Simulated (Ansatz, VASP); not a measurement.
One calculation of AlOs3, two programs

```
CELL_PARAMETERS angstrom
3.86250 0.00000 0.00000
0.00000 3.86250 0.00000
0.00000 0.00000 3.86250
ATOMIC_POSITIONS crystal
Al 0.00000 0.00000 0.00000
Os 0.00000 0.50000 0.50000
Os 0.50000 0.00000 0.50000
Os 0.50000 0.50000 0.00000
```

Alike in both runs: functional PBE; k mesh 4 × 4 × 4; occupations gaussian, width 0.1 eV; no spin polarisation.

Ansatz relaxed the structure, and its values are those at the end. VASP's run is a single point on that final structure, the one shown.

|  | VASP | Ansatz |
| --- | --- | --- |
| version | VASP 6.6.1 | Ansatz 0.2.0 |
| potentials or method | VASP PAW PBE potentials, release 64 (Al, Os), cutoff 520 eV | scalar-relativistic, plane waves, PAW |
| valence electrons in the cell | 27 | 51 |

|  | VASP | Ansatz | Ansatz less VASP |
| --- | --- | --- | --- |
| gap on the k mesh at the Fermi level (eV) | none | none | - |
| pressure (GPa) | 0.4 | 0.4 | -0.07 |

A gap of «none» marks a metal or a gap that the smearing closes. VASP's potentials hold 27 valence electrons a cell and Ansatz's 51, so a difference there can come from the potentials and not from the codes.

The k mesh is coarse, so the values compare programs but aren't converged. Neither program's run includes spin-orbit coupling.
